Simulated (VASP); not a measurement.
Write the native input for VASP 6.6.1 that does the following.

```yaml
Task: single point
Functional: PBE
Potentials_or_basis: VASP PAW PBE potentials, release 64 (Sb)
Cutoff: 520 eV
k_mesh: 9 × 9 × 9
Occupations: fermi-dirac, width 0.1 eV
Spin: no spin polarisation
Dipole_correction: no
Further_INCAR_settings: ALGO = Normal; EDIFF = 1e-06; NBANDS = 12
```

The structure of Sb lies in POSCAR:

```
Sb
1.0
    2.1879029667      1.2631863668      3.8431731385
   -2.1879029667      1.2631863668      3.8431731385
    0.0000000000     -2.5263727336      3.8431731385
Sb
2
Direct
    0.2326795448      0.2326795448      0.2326795448
    0.7673204552      0.7673204552      0.7673204552
```

The input as run:

INCAR

```
ALGO     = Normal         # electronic algorithm
EDIFF    = 1E-6           # SCF threshold, eV
ENCUT    = 520            # plane-wave cutoff, eV
GGA      = PE             # functional
ISIF     = 2              # what is computed and relaxed
ISMEAR   = -1             # smearing method
LASPH    = True           # aspherical terms in the spheres
LCHARG   = False          # write CHGCAR
LREAL    = False          # projectors in reciprocal space
LWAVE    = False          # write WAVECAR
NBANDS   = 12             # bands
NELM     = 100            # most SCF steps
PREC     = Accurate       # precision mode
SIGMA    = 0.1            # smearing width, eV
```

KPOINTS

```
k-points
0
Gamma
  9 9 9
```

Potentials or basis: VASP PAW PBE potentials, release 64 (Sb).

Run with:

```sh
$ cat potpaw_PBE.64/Sb/POTCAR > POTCAR
$ mpirun -np 1 vasp_std > vasp.out
```

Results of the run:

The pressure is 0.1 GPa. The largest force is 0.036 eV/Å.

Wall time 31 s on 1 thread of Intel(R) Xeon(R) Platinum 8488C (Sapphire Rapids), with other jobs on the host, peak memory 0.23 GiB.
